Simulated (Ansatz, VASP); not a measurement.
Two plane-wave programs on RbBr

Contents of INCAR:

```
SYSTEM = RbBr
PREC = Accurate
ENCUT = 520
EDIFF = 1E-6
ISMEAR = 0
SIGMA = 0.01
LREAL = .False.
LASPH = .True.
NELM = 100
ALGO = Normal
ISIF = 2
LWAVE = .False.
LCHARG = .False.
GGA = PE
NBANDS = 15
```

KPOINTS

```
Automatic mesh
0
Gamma
  6 6 6
  0 0 0
```

File POSCAR:

```
RbBr
1.0
    0.0000000000      3.4608320474      3.4608320474
    3.4608320474      0.0000000000      3.4608320474
    3.4608320474      3.4608320474      0.0000000000
Rb Br
1 1
Direct
    0.0000000000      0.0000000000      0.0000000000
    0.5000000000      0.5000000000      0.5000000000
```

Input for Ansatz:

```yaml
crystal:
  lattice:
    - [0.0, 3.4608320474, 3.4608320474]
    - [3.4608320474, 0.0, 3.4608320474]
    - [3.4608320474, 3.4608320474, 0.0]
  atoms:
    - { symbol: Rb, position: [0.0, 0.0, 0.0] }
    - { symbol: Br, position: [0.5, 0.5, 0.5] }
kpoints:
  mp_grid: { grid: [6, 6, 6] }
hamiltonian:
  xc: pbe
scf:
  occupations: { method: fixed }
output:
  optics:
    e_range: [0, 19]
    de: 0.05
    sigma: 0.1
    bands: { spectra_wanted_up_to: 19 }
```

Alike in both runs: task single point; functional PBE; k mesh 6 × 6 × 6; no spin polarisation.

|  | VASP | Ansatz |
| --- | --- | --- |
| version | VASP 6.6.1 | Ansatz 0.2.0 |
| potentials or method | VASP PAW PBE potentials, release 64 (Rb_sv, Br) | plane waves, PAW |
| plane-wave cutoff (eV) | 520 | 420 |
| occupations | gaussian, width 0.01 eV | fixed |
| valence electrons in the cell | 16 | 16 |

|  | VASP | Ansatz | Ansatz less VASP |
| --- | --- | --- | --- |
| gap on the k mesh at the Fermi level (eV) | 4.29 | 4.29 | +0.002 |
